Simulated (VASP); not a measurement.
# NaF (Fm-3m) in VASP: notebook

Runs on NaF. Level: PBEsol. Tasks: single point.

All numbers are computed with VASP 6.6.1; they aren't measurements. Logs are shortened: lines on timing, memory, paths and dates and some standing lists are left out, and cuts for length are marked.

## Step 1: The cell of the first run

The structure is cubic, space group Fm-3m (No. 225). Conventional cell: a = 4.594 Å, b = 4.594 Å, c = 4.594 Å, α = 90.00°, β = 90.00°, γ = 90.00°. Within 3.0 Å of Na (site symmetry m-3m) lie 6 F at 2.30 Å. Within 3.0 Å of F (site symmetry m-3m) lie 6 Na at 2.30 Å.

## Step 2: Single point, PBEsol

INCAR

```
SYSTEM = NaF
  PREC = Accurate
  ENCUT = 520
  EDIFF = 1E-6
  ISMEAR = 0
  SIGMA = 0.01
  LREAL = .FALSE.
  LASPH = .TRUE.
  NELM = 80
  ALGO = Normal
  ISIF = 2
  LWAVE = .FALSE.
  LCHARG = .FALSE.
  GGA = PS
  NBANDS = 14
```

KPOINTS

```
Automatic mesh
0
G
  6 6 6
  0 0 0
```

POSCAR

```
NaF
1.0
    0.0000000000      2.2971680881      2.2971680881
    2.2971680881      0.0000000000      2.2971680881
    2.2971680881      2.2971680881      0.0000000000
Na F
1 1
Direct
    0.0000000000      0.0000000000      0.0000000000
    0.5000000000      0.5000000000      0.5000000000
```

Potentials or basis: VASP PAW PBE potentials, release 64 (Na_pv, F).

Launch:

```sh
$ cat potpaw_PBE.64/Na_pv/POTCAR potpaw_PBE.64/F/POTCAR > POTCAR
$ mpirun -np 1 vasp_std > vasp.out
```

OUTCAR:

```text
SYSTEM = NaF
   PREC = Accurate
   ENCUT = 520
   EDIFF = 1E-6
   ISMEAR = 0
   LREAL = .FALSE.
   LASPH = .TRUE.
   NELM = 80
   ISIF = 2
   GGA = PS

 ion  position               nearest neighbor table
   1  0.000  0.000  0.000-   2 2.30   2 2.30   2 2.30   2 2.30   2 2.30   2 2.30
   2  0.500  0.500  0.500-   1 2.30   1 2.30   1 2.30   1 2.30   1 2.30   1 2.30

  LATTYP: Found a face centered cubic cell.
 ALAT       =     4.5943361762

  Lattice vectors:

 A1 = (   0.0000000000,   2.2971680881,   2.2971680881)
 A2 = (   2.2971680881,   0.0000000000,   2.2971680881)
 A3 = (   2.2971680881,   2.2971680881,   0.0000000000)

Analysis of symmetry for initial positions (statically):
=====================================================================
 Subroutine PRICEL returns:
 Original cell was already a primitive cell.

 Routine SETGRP: Setting up the symmetry group for a
 face centered cubic supercell.

 Subroutine GETGRP returns: Found 48 space group operations
 (whereof 48 operations were pure point group operations)
 out of a pool of 48 trial point group operations.

The static configuration has the point symmetry O_h .

Analysis of symmetry for dynamics (positions and initial velocities):
=====================================================================
 Subroutine PRICEL returns:
 Original cell was already a primitive cell.

 Routine SETGRP: Setting up the symmetry group for a
 face centered cubic supercell.

 Subroutine GETGRP returns: Found 48 space group operations
 (whereof 48 operations were pure point group operations)
 out of a pool of 48 trial point group operations.

The dynamic configuration has the point symmetry O_h .

 Subroutine INISYM returns: Found 48 space group operations
 (whereof 48 operations are pure point group operations),
 and found     1 'primitive' translations

----------------------------------------------------------------------------------------

                                     Primitive cell

  volume of cell :      24.2442

  direct lattice vectors                    reciprocal lattice vectors
     0.000000000  2.297168088  2.297168088    -0.217659301  0.217659301  0.217659301
     2.297168088  0.000000000  2.297168088     0.217659301 -0.217659301  0.217659301
     2.297168088  2.297168088  0.000000000     0.217659301  0.217659301 -0.217659301

  length of vectors
     3.248686265  3.248686265  3.248686265     0.376996968  0.376996968  0.376996968

  position of ions in fractional coordinates (direct lattice)
     0.000000000  0.000000000  0.000000000
     0.500000000  0.500000000  0.500000000

  ion indices of the primitive-cell ions
   primitive index   ion index
                 1           1
                 2           2

----------------------------------------------------------------------------------------

 KPOINTS: Automatic mesh

Automatic generation of k-mesh.
 Grid dimensions read from file:
 generate k-points for:    6    6    6

 Generating k-lattice:

  Cartesian coordinates                     Fractional coordinates (reciprocal lattice)
    -0.036276550  0.036276550  0.036276550     0.166666667  0.000000000  0.000000000
     0.036276550 -0.036276550  0.036276550     0.000000000  0.166666667  0.000000000
     0.036276550  0.036276550 -0.036276550     0.000000000  0.000000000  0.166666667

  Length of vectors
     0.062832828  0.062832828  0.062832828

  Shift w.r.t. Gamma in fractional coordinates (k-lattice)
     0.000000000  0.000000000  0.000000000

 Subroutine IBZKPT returns following result:
 ===========================================

 Found     16 irreducible k-points:

 Following reciprocal coordinates:
            Coordinates               Weight
  0.000000  0.000000  0.000000      1.000000
  0.166667  0.000000  0.000000      8.000000
  0.333333  0.000000  0.000000      8.000000
  0.500000  0.000000  0.000000      4.000000
  0.166667  0.166667  0.000000      6.000000
  0.333333  0.166667  0.000000     24.000000
[... 8 lines left out ...]
 -0.333333  0.333333  0.166667     24.000000
 -0.333333  0.500000  0.166667     12.000000
   k-points           NKPTS =     16   k-points in BZ     NKDIM =     16   number of bands    NBANDS=     14
   number of dos      NEDOS =    301   number of ions     NIONS =      2
   total plane-waves  NPLWV =  13824
   dimension x,y,z NGX =    24 NGY =   24 NGZ =   24
   dimension x,y,z NGXF=    48 NGYF=   48 NGZF=   48
   ions per type =               1   1
   NGX,Y,Z   is equivalent  to a cutoff of  12.28, 12.28, 12.28 a.u.
   NGXF,Y,Z  is equivalent  to a cutoff of  24.56, 24.56, 24.56 a.u.
 SYSTEM =  NaF
   PREC   = accura    normal or accurate (medium, high low for compatibility)
   ISTART =      0    job   : 0-new  1-cont  2-samecut
   ICHARG =      2    charge: 1-file 2-atom 10-const
   ISPIN  =      1    spin polarized calculation?
   LNONCOLLINEAR =      F non collinear calculations
   LSORBIT =      F    spin-orbit coupling
   LASPH  =      T    aspherical Exc in radial PAW
   ENCUT  =  520.0 eV  38.22 Ry    6.18 a.u.   6.04  6.04  6.04*2*pi/ulx,y,z
   NELM   =     80;   NELMIN=  2; NELMDL= -5     # of ELM steps
   EDIFF  = 0.1E-05   stopping-criterion for ELM
   LREAL  =      F    real-space projection
   EDIFFG = 0.1E-04   stopping-criterion for IOM
   NSW    =      0    number of steps for IOM
   IBRION =     -1    ionic relax: 0-MD 1-quasi-New 2-CG
   NFREE  =      0    steps in history (QN), initial steepest desc. (CG)
   ISIF   =      2    stress and relaxation
   ISYM   =      2    0-nonsym 1-usesym 2-fastsym
   POTIM  = 0.5000    time-step for ionic-motion
   TEBEG  =    0.0;   TEEND  =   0.0 temperature during run
   PSTRESS=    0.0 pullay stress
   NELECT =      14.0000    total number of electrons
   NUPDOWN=      -1.0000    fix difference up-down
   EMIN   =  10.00;   EMAX   =-10.00  energy-range for DOS
   EFERMI =   0.00;   METHOD = LEGACY
   ISMEAR =     0;   SIGMA  =   0.01  broadening in eV -4-tet -1-fermi 0-gaus
   EFERMI_NEDOS =   21; number of points for ismear=-14 and -15
   IALGO  =     38    algorithm
   IMIX   =      4    mixing-type and parameters
     AMIX     =   0.40;   BMIX     =  1.00
     AMIX_MAG =   1.60;   BMIX_MAG =  1.00
  volume/ion in A,a.u.               =      12.12        81.80
  Fermi-wavevector in a.u.,A,eV,Ry     =   1.363269  2.576204 25.286442  1.858501
  Thomas-Fermi vector in A             =   2.489686
   LORBIT       =      0    0 simple, 1 ext, 2 COOP (PROOUT), +10 PAW based schemes
   GGA     = PS    functional components
   LHFCALC =     F    Hartree Fock is set to
   AEXX    =    0.0000 exact exchange contribution
   IVDW    =     0    specifies the selected vdW correction
   LEPSILON=     F    determine dielectric tensor
   LRPA    =     F    only Hartree local field effects (RPA)
 non-spin polarized calculation
 Gauss-broadening in eV      SIGMA  =   0.01
  energy-cutoff  :      520.00
  volume of cell :       24.24
 maximum number of plane-waves:       660
   NGX = 13   NGY = 13   NGZ = 13

 number of electron      13.9999992 magnetization

 Free energy of the ion-electron system (eV)
  ---------------------------------------------------
  ext. energy  EPLUGINS =         0.00000000
  ---------------------------------------------------
  free energy    TOTEN  =        -8.76583969 eV

  energy without entropy =       -8.76583969  energy(sigma->0) =       -8.76583969

 E-fermi :  -2.0153     XC(G=0):  -9.4638

 val. band max:       -2.0637936372   @ k =   0.0000   0.0000   0.0000
 cond. band min:       4.2323584074   @ k =   0.0000   0.0000   0.0000
 fundamental gap:      6.2961520447
 Fermi energy:        -2.0152983864

 k-point     1 :       0.0000    0.0000    0.0000
  band No.  band energies     occupation
      1     -21.1661      2.00000
      2     -20.7576      2.00000
      3     -20.7576      2.00000
      4     -20.7576      2.00000
      5      -2.0638      2.00000
      6      -2.0638      2.00000
      7      -2.0638      2.00000
      8       4.2324      0.00000
      9      16.9589      0.00000
     10      16.9589      0.00000
     11      16.9589      0.00000
     12      19.6953      0.00000
     13      22.1125      0.00000
     14      22.1125      0.00000

 k-point     2 :       0.1667    0.0000    0.0000
  band No.  band energies     occupation
      1     -21.4119      2.00000
      2     -20.7609      2.00000
      3     -20.7609      2.00000
      4     -20.4738      2.00000
      5      -2.5780      2.00000
      6      -2.1331      2.00000
      7      -2.1331      2.00000
      8       5.1820      0.00000
      9      14.4181      0.00000
     10      17.3817      0.00000
     11      17.3817      0.00000
     12      21.2871      0.00000
     13      21.2871      0.00000
     14      22.3068      0.00000

 k-point     3 :       0.3333    0.0000    0.0000
  band No.  band energies     occupation
      1     -21.6666      2.00000
      2     -20.7676      2.00000
      3     -20.7676      2.00000
      4     -20.1410      2.00000
      5      -3.3946      2.00000
      6      -2.2688      2.00000
      7      -2.2688      2.00000
      8       7.1827      0.00000
      9      11.9275      0.00000
     10      18.0577      0.00000
     11      18.0577      0.00000
     12      20.8061      0.00000
     13      20.8061      0.00000
     14      22.2647      0.00000

 k-point     4 :       0.5000    0.0000    0.0000
  band No.  band energies     occupation
      1     -21.7589      2.00000
      2     -20.7709      2.00000
      3     -20.7709      2.00000
      4     -20.0089      2.00000
      5      -3.7411      2.00000
      6      -2.3353      2.00000
      7      -2.3353      2.00000
      8       8.6963      0.00000
      9      10.4868      0.00000
     10      18.1930      0.00000
     11      18.1930      0.00000
     12      21.0454      0.00000
     13      21.0454      0.00000
     14      21.9431      0.00000

 k-point     5 :       0.1667    0.1667    0.0000
  band No.  band energies     occupation
      1     -21.4025      2.00000
      2     -20.7723      2.00000
      3     -20.7723      2.00000
      4     -20.4603      2.00000
      5      -2.6386      2.00000
      6      -2.1790      2.00000
      7      -2.1790      2.00000
      8       5.4732      0.00000
      9      14.1750      0.00000
     10      17.2287      0.00000
     11      17.2287      0.00000
[... 140 lines left out ...]
 k-point    14 :       0.5000    0.3333    0.1667
  band No.  band energies     occupation
      1     -21.5006      2.00000
      2     -20.8242      2.00000
      3     -20.7949      2.00000
      4     -20.2559      2.00000
      5      -3.2994      2.00000
      6      -2.6155      2.00000
      7      -2.4185      2.00000
      8       8.7707      0.00000
      9      11.6384      0.00000
     10      15.1047      0.00000
     11      16.8939      0.00000
     12      19.4344      0.00000
     13      22.4255      0.00000
     14      25.3748      0.00000

 k-point    15 :      -0.3333    0.3333    0.1667
  band No.  band energies     occupation
      1     -21.4750      2.00000
      2     -20.8428      2.00000
      3     -20.8162      2.00000
      4     -20.2423      2.00000
      5      -3.2580      2.00000
      6      -2.8313      2.00000
      7      -2.4997      2.00000
      8      10.3326      0.00000
      9      10.8747      0.00000
     10      14.2677      0.00000
     11      16.1234      0.00000
     12      20.7632      0.00000
     13      21.4737      0.00000
     14      26.2064      0.00000

 k-point    16 :      -0.3333    0.5000    0.1667
  band No.  band energies     occupation
      1     -21.2704      2.00000
      2     -20.8913      2.00000
      3     -20.8418      2.00000
      4     -20.4051      2.00000
      5      -3.2005      2.00000
      6      -2.7452      2.00000
      7      -2.6233      2.00000
      8      11.1314      0.00000
      9      11.1324      0.00000
     10      12.7187      0.00000
     11      15.8621      0.00000
     12      19.5902      0.00000
     13      24.2609      0.00000
     14      24.2778      0.00000

------------------------ aborting loop because EDIFF is reached ----------------------------------------

  FORCE on cell =-STRESS in cart. coord.  units (eV):
  Direction    XX          YY          ZZ          XY          YZ          ZX
  --------------------------------------------------------------------------------------
  -------------------------------------------------------------------------------------
  Total        0.1661525      0.1661525      0.1661525      0.0000000      0.0000000      0.0000000
  in kB       10.9801714     10.9801714     10.9801714      0.0000000      0.0000000      0.0000000
  external PRESSURE =      10.9801714 kB  Pullay stress =       0.0000000 kB

 VOLUME and BASIS-vectors are now :
 -----------------------------------------------------------------------------
  energy-cutoff  :      520.00
  volume of cell :       24.24
      direct lattice vectors                 reciprocal lattice vectors
     0.000000000  2.297168088  2.297168088    -0.217659301  0.217659301  0.217659301
     2.297168088  0.000000000  2.297168088     0.217659301 -0.217659301  0.217659301
     2.297168088  2.297168088  0.000000000     0.217659301  0.217659301 -0.217659301

 POSITION                                       TOTAL-FORCE (eV/Angst)
 -----------------------------------------------------------------------------------
      0.00000      0.00000      0.00000         0.000000      0.000000      0.000000
      2.29717      2.29717      2.29717        -0.000000     -0.000000     -0.000000
 -----------------------------------------------------------------------------------
    total drift:                                0.000000     -0.000000      0.000000

  FREE ENERGIE OF THE ION-ELECTRON SYSTEM (eV)
  ---------------------------------------------------
  free  energy   TOTEN  =        -8.7658396902 eV

  energy  without entropy=       -8.7658396902  energy(sigma->0) =       -8.76583969
```

Run time: 5.8 s. Hardware: 1 thread of AMD EPYC 7R43 (Zen 3), shared host; peak memory 0.1 GiB.

Results:

```
Free energy            : -8.7658 eV
Pressure               : 1.1 GPa
Band gap on the k mesh : 6.30 eV, direct
```

Levels at points of the mesh, in eV from the valence-band top:
| k point | band 5 | band 6 | band 7 | band 8 | band 9 | band 10 |
| --- | --- | --- | --- | --- | --- | --- |
| (0.00, 0.00, 0.00) | 0.00 | 0.00 | 0.00 | 6.30 | 19.02 | 19.02 |
| (0.50, 0.00, 0.00) | -1.68 | -0.27 | -0.27 | 10.76 | 12.55 | 20.26 |
| (0.50, 0.50, 0.00) | -1.34 | -0.42 | -0.42 | 13.18 | 13.19 | 13.78 |

Caveat: the PAW data sets were made with another functional, which shifts forces and pressure a little.

## Step 3: Single point, PBEsol

INCAR

```
SYSTEM = NaF
  PREC = Accurate
  ENCUT = 520
  EDIFF = 1E-6
  ISMEAR = 1
  SIGMA = 0.2
  LREAL = .False.
  LASPH = .True.
  NELM = 60
  ALGO = Normal
  ISIF = 2
  LWAVE = .False.
  LCHARG = .True.
  GGA = PS
  LELF = .True.
  LVHAR = .True.
  NBANDS = 14
```

KPOINTS

```
regular mesh
0
Gamma
  6 6 6
  0 0 0
```

POSCAR is that of step 2.

Potentials or basis: VASP PAW PBE potentials, release 64 (Na_pv, F).

Launch:

```sh
$ cat potpaw_PBE.64/Na_pv/POTCAR potpaw_PBE.64/F/POTCAR > POTCAR
$ mpirun -np 1 vasp_std > vasp.out
```

Wall time 6.2 s (1 thread of AMD EPYC 7R43 (Zen 3), shared host); peak memory 0.1 GiB.

Results (log left out):

```
Free energy            : -8.7614 eV
Pressure               : 1.0 GPa
Band gap on the k mesh : 6.30 eV, direct
```

Levels at points of the mesh, in eV from the valence-band top:
| k point | band 4 | band 5 | band 6 | band 7 | band 8 | band 9 | band 10 | band 11 |
| --- | --- | --- | --- | --- | --- | --- | --- | --- |
| (0.00, 0.00, 0.00) | -18.69 | 0.00 | 0.00 | 0.00 | 6.30 | 19.03 | 19.03 | 19.03 |
| (0.50, 0.00, 0.00) | -17.94 | -1.68 | -0.27 | -0.27 | 10.76 | 12.55 | 20.26 | 20.26 |
| (0.50, 0.50, 0.00) | -18.75 | -1.34 | -0.42 | -0.42 | 13.18 | 13.19 | 13.78 | 19.98 |

Caveat: the PAW data sets were made with another functional, which shifts forces and pressure a little.

(Continued in part 2 of 2.)
